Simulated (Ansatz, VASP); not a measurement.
**Ru: VASP beside Ansatz**

The input INCAR:

```
SYSTEM = Ru
PREC = Accurate
ENCUT = 600
EDIFF = 1E-6
ISMEAR = 0
SIGMA = 0.1
LREAL = .False.
LASPH = .True.
NELM = 60
ALGO = Fast
ISIF = 3
LWAVE = .False.
LCHARG = .False.
GGA = PS
IBRION = 2
NSW = 100
EDIFFG = -0.01
```

KPOINTS

```
regular mesh
0
Gamma
  12 12 18
  0 0 0
```

POSCAR

```
Ru
1.0
    4.2226779889      0.0000000000      0.0000000000
   -2.1113389944      3.6569464104      0.0000000000
    0.0000000000      0.0000000000      2.6539466220
Ru
3
Direct
    0.0000000000      0.0000000000      0.0000000000
    0.3333333333      0.6666666667      0.5000000000
    0.6666666667      0.3333333333      0.5000000000
```

Input for Ansatz:

```yaml
crystal:
  lattice:
    - [4.2226779889, 0.0, 0.0]
    - [-2.1113389944, 3.6569464104, 0.0]
    - [0.0, 0.0, 2.653946622]
  atoms:
    - { symbol: Ru, position: [0.0, 0.0, 0.0] }
    - { symbol: Ru, position: [0.3333333333, 0.6666666667, 0.5] }
    - { symbol: Ru, position: [0.6666666667, 0.3333333333, 0.5] }
basis:
  ecutwfc: 420
kpoints:
  mp_grid: { grid: [12, 12, 18] }
hamiltonian:
  xc: pbesol
scf:
  occupations: { method: gaussian, width: 0.1 }
output:
  forces: true
  stress: true
  eigenvalues: true
relax:
  adjacent_minimum: "off"
  f_tol: 0.01
  max_steps: 80
  cell: { stress_tol: 0.05 }
```

Alike in both runs: task relaxation of cell and atoms; functional PBEsol; k mesh 12 × 12 × 18; occupations gaussian, width 0.1 eV; no spin polarisation.

```csv
,VASP,Ansatz
version,VASP 6.6.1,Ansatz 0.2.0
potentials or method,"VASP PAW PBE potentials, release 64 (Ru_pv), cutoff 600 eV","scalar-relativistic, plane waves, PAW"
valence electrons in the cell,42,48
```

|  | VASP | Ansatz | Ansatz less VASP |
| --- | --- | --- | --- |
| gap on the k mesh at the Fermi level, each at its own relaxed structure (eV) | none | none | - |
| relaxed volume (Å³/atom) | 13.64 | 13.64 | +0.001 |
| relaxed length of the cell vector where the two differ most in proportion (Å) | 2.650 | 2.651 | +0.0009 |

VASP's potentials were made for PBE, not for PBEsol. A gap of «none» marks a metal or a gap that the smearing closes. VASP's potentials hold 42 valence electrons a cell and Ansatz's 48, so a difference there can come from the potentials and not from the codes.
